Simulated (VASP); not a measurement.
# Ca3H (I4/mmm) in VASP: further runs

The runs below take Ca3H through single point, with PBE.

Program: VASP 6.6.1. These are calculated values, not measurements. Logs are shortened: lines on timing, memory, paths and dates and some standing lists are left out, and cuts for length are marked.

**1. The cell of the first run**

It takes space group I4/mmm (No. 139, tetragonal). The conventional cell has a = 4.337 Å, b = 4.337 Å, c = 9.687 Å, α = 90.00°, β = 90.00°, γ = 90.00°. Ca (site symmetry 4/mmm) has 4 H at 3.07 Å and 8 Ca at 3.25 Å within 4.0 Å. Ca (site symmetry -4m2) has 8 Ca at 3.07 to 3.25 Å and 4 H at 3.25 Å within 4.0 Å. Within 4.0 Å of H (site symmetry 4/mmm) lie 12 Ca at 3.07 to 3.25 Å.

**2. Single point, PBE**

Contents of INCAR:

```
PREC = Accurate
ENCUT = 520
EDIFF = 1E-6
ISMEAR = 0
SIGMA = 0.1
LREAL = False
LASPH = True
NELM = 100
ALGO = Normal
ISIF = 2
LWAVE = False
LCHARG = False
GGA = PE
NBANDS = 24
```

Contents of KPOINTS:

```
Automatic mesh
0
Gamma
  6 6 6
```

Contents of POSCAR:

```
Ca3H
1.0
   -2.1683824204      2.1683824204      4.8436594325
    2.1683824204     -2.1683824204      4.8436594325
    2.1683824204      2.1683824204     -4.8436594325
Ca H
3 1
Direct
    0.5000000000      0.5000000000      0.0000000000
    0.2500000000      0.7500000000      0.5000000000
    0.7500000000      0.2500000000      0.5000000000
    0.0000000000      0.0000000000      0.0000000000
```

Potentials or basis: VASP PAW PBE potentials, release 64 (Ca_sv, H).

On the command line:

```sh
cat potpaw_PBE.64/Ca_sv/POTCAR potpaw_PBE.64/H/POTCAR > POTCAR
mpirun -np 1 vasp_std > vasp.out
```

OUTCAR:

```text
PREC = Accurate
   ENCUT = 520
   EDIFF = 1E-6
   ISMEAR = 0
   LREAL = False
   LASPH = True
   NELM = 100
   ISIF = 2
   GGA = PE

 ion  position               nearest neighbor table
   1  0.500  0.500  0.000-
   2  0.250  0.750  0.500-   3 3.07   3 3.07   3 3.07   3 3.07
   3  0.750  0.250  0.500-   2 3.07   2 3.07   2 3.07   2 3.07
   4  0.000  0.000  0.000-

  LATTYP: Found a body centered tetragonal cell.
 ALAT       =     4.3367648408
 C/A-ratio  =     2.2337662337

  Lattice vectors:

 A1 = (  -2.1683824204,   2.1683824204,   4.8436594325)
 A2 = (   2.1683824204,  -2.1683824204,   4.8436594325)
 A3 = (   2.1683824204,   2.1683824204,  -4.8436594325)

Analysis of symmetry for initial positions (statically):
=====================================================================
 Subroutine PRICEL returns:
 Original cell was already a primitive cell.

 Routine SETGRP: Setting up the symmetry group for a
 body centered tetragonal supercell.

 Subroutine GETGRP returns: Found 16 space group operations
 (whereof 16 operations were pure point group operations)
 out of a pool of 16 trial point group operations.

The static configuration has the point symmetry D_4h.

Analysis of symmetry for dynamics (positions and initial velocities):
=====================================================================
 Subroutine PRICEL returns:
 Original cell was already a primitive cell.

 Routine SETGRP: Setting up the symmetry group for a
 body centered tetragonal supercell.

 Subroutine GETGRP returns: Found 16 space group operations
 (whereof 16 operations were pure point group operations)
 out of a pool of 16 trial point group operations.

The dynamic configuration has the point symmetry D_4h.

 Subroutine INISYM returns: Found 16 space group operations
 (whereof 16 operations are pure point group operations),
 and found     1 'primitive' translations

----------------------------------------------------------------------------------------

                                     Primitive cell

  volume of cell :      91.0973

  direct lattice vectors                    reciprocal lattice vectors
    -2.168382420  2.168382420  4.843659432     0.000000000  0.230586632  0.103227737
     2.168382420 -2.168382420  4.843659432     0.230586632  0.000000000  0.103227737
     2.168382420  2.168382420 -4.843659432     0.230586632  0.230586632  0.000000000

  length of vectors
[... 85 lines left out ...]
   NELM   =    100;   NELMIN=  2; NELMDL= -5     # of ELM steps
   EDIFF  = 0.1E-05   stopping-criterion for ELM
   LREAL  =      F    real-space projection
   EDIFFG = 0.1E-04   stopping-criterion for IOM
   NSW    =      0    number of steps for IOM
   IBRION =     -1    ionic relax: 0-MD 1-quasi-New 2-CG
   NFREE  =      0    steps in history (QN), initial steepest desc. (CG)
   ISIF   =      2    stress and relaxation
   ISYM   =      2    0-nonsym 1-usesym 2-fastsym
   POTIM  = 0.5000    time-step for ionic-motion
   TEBEG  =    0.0;   TEEND  =   0.0 temperature during run
   PSTRESS=    0.0 pullay stress
   NELECT =      31.0000    total number of electrons
   NUPDOWN=      -1.0000    fix difference up-down
   EMIN   =  10.00;   EMAX   =-10.00  energy-range for DOS
   EFERMI =   0.00;   METHOD = LEGACY
   ISMEAR =     0;   SIGMA  =   0.10  broadening in eV -4-tet -1-fermi 0-gaus
   EFERMI_NEDOS =   21; number of points for ismear=-14 and -15
   IALGO  =     38    algorithm
   IMIX   =      4    mixing-type and parameters
     AMIX     =   0.40;   BMIX     =  1.00
     AMIX_MAG =   1.60;   BMIX_MAG =  1.00
  volume/ion in A,a.u.               =      22.77       153.69
  Fermi-wavevector in a.u.,A,eV,Ry     =   1.142949  2.159861 17.773739  1.306333
  Thomas-Fermi vector in A             =   2.279646
   LORBIT       =      0    0 simple, 1 ext, 2 COOP (PROOUT), +10 PAW based schemes
   GGA     = PE    functional components
   LHFCALC =     F    Hartree Fock is set to
   AEXX    =    0.0000 exact exchange contribution
   IVDW    =     0    specifies the selected vdW correction
   LEPSILON=     F    determine dielectric tensor
   LRPA    =     F    only Hartree local field effects (RPA)
 non-spin polarized calculation
 Gauss-broadening in eV      SIGMA  =   0.10
  energy-cutoff  :      520.00
  volume of cell :       91.10
 maximum number of plane-waves:      2470
 NGX is ok and might be reduce to    48
   NGX = 21   NGY = 21   NGZ = 21

 number of electron      31.0000001 magnetization

 Free energy of the ion-electron system (eV)
  ---------------------------------------------------
  ext. energy  EPLUGINS =         0.00000000
  ---------------------------------------------------
  free energy    TOTEN  =        -5.98445193 eV

  energy without entropy =       -5.96361462  energy(sigma->0) =       -5.97403327

 E-fermi :   3.7019     XC(G=0):  -8.9693

 val. band max:        3.6942170614   @ k =  -0.1667   0.3333   0.1667
 cond. band min:       3.7198378735   @ k =  -0.3333   0.3333   0.0000
 fundamental gap:      0.0256208120
 Fermi energy:         3.7018803398

 k-point     1 :       0.0000    0.0000    0.0000
  band No.  band energies     occupation
      1     -37.9001      2.00000
      2     -37.7559      2.00000
      3     -37.6250      2.00000
      4     -19.2354      2.00000
      5     -19.0836      2.00000
      6     -19.0836      2.00000
[... 637 lines left out ...]
     23       6.8330      0.00000
     24       6.9633      0.00000

 [... further k-points ...]

------------------------ aborting loop because EDIFF is reached ----------------------------------------

  FORCE on cell =-STRESS in cart. coord.  units (eV):
  Direction    XX          YY          ZZ          XY          YZ          ZX
  --------------------------------------------------------------------------------------
  -------------------------------------------------------------------------------------
  Total        6.1622648      6.1622648      7.7683336      0.0000000      0.0000000      0.0000000
  in kB      108.3791139    108.3791139    136.6259211      0.0000000      0.0000000      0.0000000
  external PRESSURE =     117.7947163 kB  Pullay stress =       0.0000000 kB

 VOLUME and BASIS-vectors are now :
 -----------------------------------------------------------------------------
  energy-cutoff  :      520.00
  volume of cell :       91.10
      direct lattice vectors                 reciprocal lattice vectors
    -2.168382420  2.168382420  4.843659432     0.000000000  0.230586632  0.103227737
     2.168382420 -2.168382420  4.843659432     0.230586632  0.000000000  0.103227737
     2.168382420  2.168382420 -4.843659432     0.230586632  0.230586632  0.000000000

 POSITION                                       TOTAL-FORCE (eV/Angst)
 -----------------------------------------------------------------------------------
      0.00000      0.00000      4.84366        -0.000000     -0.000000     -0.000000
      2.16838      0.00000      2.42183        -0.000000     -0.000000      0.000000
      0.00000      2.16838      2.42183         0.000000      0.000000     -0.000000
      0.00000      0.00000      0.00000        -0.000000     -0.000000     -0.000000
 -----------------------------------------------------------------------------------
    total drift:                                0.000000     -0.000000      0.000000

  FREE ENERGIE OF THE ION-ELECTRON SYSTEM (eV)
  ---------------------------------------------------
  free  energy   TOTEN  =        -5.9844519270 eV

  energy  without entropy=       -5.9636146153  energy(sigma->0) =       -5.97403327
```

OSZICAR:

```text
N       E                     dE             d eps       ncg     rms          rms(c)
DAV:   1     0.293210072135E+03    0.29321E+03   -0.14825E+04  1440   0.120E+03
DAV:   2     0.115180991959E+02   -0.28169E+03   -0.27490E+03  1584   0.370E+02
DAV:   3    -0.539764637674E+01   -0.16916E+02   -0.16170E+02  2856   0.658E+01
DAV:   4    -0.634706404352E+01   -0.94942E+00   -0.93838E+00  2024   0.152E+01
DAV:   5    -0.638461504138E+01   -0.37551E-01   -0.37535E-01  2264   0.270E+00    0.363E+00
DAV:   6    -0.604693907573E+01    0.33768E+00   -0.31988E-01  2032   0.441E+00    0.195E+00
DAV:   7    -0.598572524763E+01    0.61214E-01   -0.14793E-01  2096   0.227E+00    0.570E-01
DAV:   8    -0.598412161869E+01    0.16036E-02   -0.13947E-02  2440   0.124E+00    0.135E-01
DAV:   9    -0.598441379016E+01   -0.29217E-03   -0.23794E-03  2048   0.520E-01    0.646E-02
DAV:  10    -0.598444707972E+01   -0.33290E-04   -0.46276E-04  2120   0.132E-01    0.214E-02
DAV:  11    -0.598444944940E+01   -0.23697E-05   -0.48791E-05  2056   0.416E-02    0.112E-02
DAV:  12    -0.598445256894E+01   -0.31195E-05   -0.53439E-06  2056   0.166E-02    0.220E-03
DAV:  13    -0.598445192698E+01    0.64195E-06   -0.33222E-07  1224   0.519E-03
   1 F= -.59844519E+01 E0= -.59740333E+01  d E =-.208373E-01
```

stdout:

```text
POSCAR found type information on POSCAR CaH
 POSCAR found :  2 types and       4 ions
 scaLAPACK will be used
 LDA part: xc-table for (Slater+PW92), standard interpolation
 POSCAR, INCAR and KPOINTS ok, starting setup
 FFT: planning ... GRIDC
 FFT: planning ... GRID_SOFT
 FFT: planning ... GRID
 WAVECAR not read
 entering main loop
```

It took 88 s on 1 thread of Intel Xeon Platinum 8375C at 2.90GHz (Ice Lake), shared host; peak memory 0.34 GiB.

What came out:

```yaml
Free_energy: -5.9845 eV
Pressure: 11.8 GPa
```

Stress tensor (GPa, compression positive):
```
10.84  0.00  0.00
 0.00 10.84  0.00
 0.00  0.00 13.66
```

(Part 1 of 2 ends here.)
